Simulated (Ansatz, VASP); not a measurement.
## CaSe in VASP and in Ansatz

```
CELL_PARAMETERS angstrom
4.10556 0.00000 0.00000
-2.05278 3.55552 0.00000
0.00000 0.00000 7.34880
ATOMIC_POSITIONS crystal
Ca 0.00000 0.00000 0.00000
Ca 0.33333 0.66667 0.50000
Se 0.66667 0.33333 0.25000
Se 0.66667 0.33333 0.75000
```

Alike in both runs: functional PBE; k mesh 9 × 9 × 6; occupations gaussian, width 0.02 eV; no spin polarisation.

Ansatz relaxed the structure, and its values are those at the end. VASP's run is a single point on that final structure, the one shown.

|  | VASP | Ansatz |
| --- | --- | --- |
| version | VASP 6.6.1 | Ansatz 0.2.0 |
| potentials or method | VASP PAW PBE potentials, release 64 (Ca_sv, Se), cutoff 520 eV | scalar-relativistic, plane waves, PAW |
| valence electrons in the cell | 32 | 52 |

```csv
,VASP,Ansatz,Ansatz less VASP
gap on the k mesh at the Fermi level (eV),1.71,1.72,+0.007
least direct gap on the mesh (eV),1.87,1.88,+0.006
pressure (GPa),0.2,0.0,-0.15
```

VASP's potentials hold 32 valence electrons a cell and Ansatz's 52, so a difference there can come from the potentials and not from the codes.
